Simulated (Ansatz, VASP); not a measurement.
## One calculation of WSe2, two programs

Contents of INCAR:

```
ALGO = Normal
EDIFF = 1E-6
ENCUT = 520
GGA = PE
ISIF = 2
ISMEAR = -1
LASPH = T
LCHARG = T
LELF = T
LREAL = F
LVHAR = T
LWAVE = F
NBANDS = 35
NELM = 80
PREC = Accurate
SIGMA = 0.02
```

Contents of KPOINTS:

```
k-points
0
Gamma
  12 12 2
```

POSCAR

```
WSe2
1.0
    3.2996664743      0.0000000000      0.0000000000
   -1.6498332372      2.8575949908      0.0000000000
    0.0000000000      0.0000000000     13.1486200163
W Se
2 4
Direct
    0.3333333333      0.6666666667      0.2500000000
    0.6666666667      0.3333333333      0.7500000000
    0.3333333333      0.6666666667      0.6233390951
    0.6666666667      0.3333333333      0.1233390951
    0.3333333333      0.6666666667      0.8766609049
    0.6666666667      0.3333333333      0.3766609049
```

Input for Ansatz:

```yaml
crystal:
  lattice:
    - [3.2996664743, 0.0, 0.0]
    - [-1.6498332372, 2.8575949908, 0.0]
    - [0.0, 0.0, 13.1486200163]
  atoms:
    - { symbol: W, position: [0.3333333333, 0.6666666667, 0.25] }
    - { symbol: W, position: [0.6666666667, 0.3333333333, 0.75] }
    - { symbol: Se, position: [0.3333333333, 0.6666666667, 0.6233390951] }
    - { symbol: Se, position: [0.6666666667, 0.3333333333, 0.1233390951] }
    - { symbol: Se, position: [0.3333333333, 0.6666666667, 0.8766609049] }
    - { symbol: Se, position: [0.6666666667, 0.3333333333, 0.3766609049] }
kpoints:
  mp_grid: { grid: [12, 12, 2] }
  band_path:
    path:
      - [[0.0, 0.0, 0.0], [0.5, 1.007357562835e-17, -2.497064695407e-18], [0.3333333333333, 0.3333333333333, -1.664709796938e-18], [0.0, 0.0, 0.0], [-1.331899267399e-36, 1.344620955628e-36, 0.5], [0.5, 1.011331219898e-17, 0.5], [0.3333333333333, 0.3333333333333, 0.5], [-1.331899267399e-36, 1.344620955628e-36, 0.5]]
      - [[0.5, 1.011331219898e-17, 0.5], [0.5, 1.007357562835e-17, -2.497064695407e-18]]
      - [[0.3333333333333, 0.3333333333333, 0.5], [0.3333333333333, 0.3333333333333, -1.664709796938e-18]]
    npoints: 10
hamiltonian:
  xc: pbe
scf:
  occupations: { method: fermi_dirac, width: 0.02 }
  n_extra_bands: 5
output:
  forces: true
  stress: true
  eigenvalues: true
  write_density: true
  write_potential: true
  elf: true
  volumetric_format: npy
```

Alike in both runs: task single point; functional PBE; k mesh 12 × 12 × 2; occupations fermi-dirac, width 0.02 eV; no spin polarisation.

|  | VASP | Ansatz |
| --- | --- | --- |
| version | VASP 6.6.1 | Ansatz 0.2.0 |
| potentials or method | VASP PAW PBE potentials, release 64 (W_sv, Se) | plane waves, PAW |
| plane-wave cutoff (eV) | 520 | 420 |
| valence electrons in the cell | 52 | 92 |

Ansatz gave:

```
gap on the k mesh at the Fermi level (eV)                     : 1.04
pressure (GPa)                                                : 3.4
traceless stress, the component that is largest in VASP (GPa) : 1.08
rms of the force components (eV/Å)                            : 0.131
```

Problem. What did VASP give for the same quantities?

Solution. gap on the k mesh at the Fermi level (eV): 1.04; pressure (GPa): 3.7; traceless stress, the component that is largest in VASP (GPa): 1.16; rms of the force components (eV/Å): 0.153.

Atom by atom the forces differ by 0.023 eV/Å (rms over components). With one functional, cell and mesh, what is left measures potentials, basis and numerics. VASP's potentials hold 52 valence electrons a cell and Ansatz's 92, so a difference there can come from the potentials and not from the codes.

Spin-orbit coupling is off throughout.
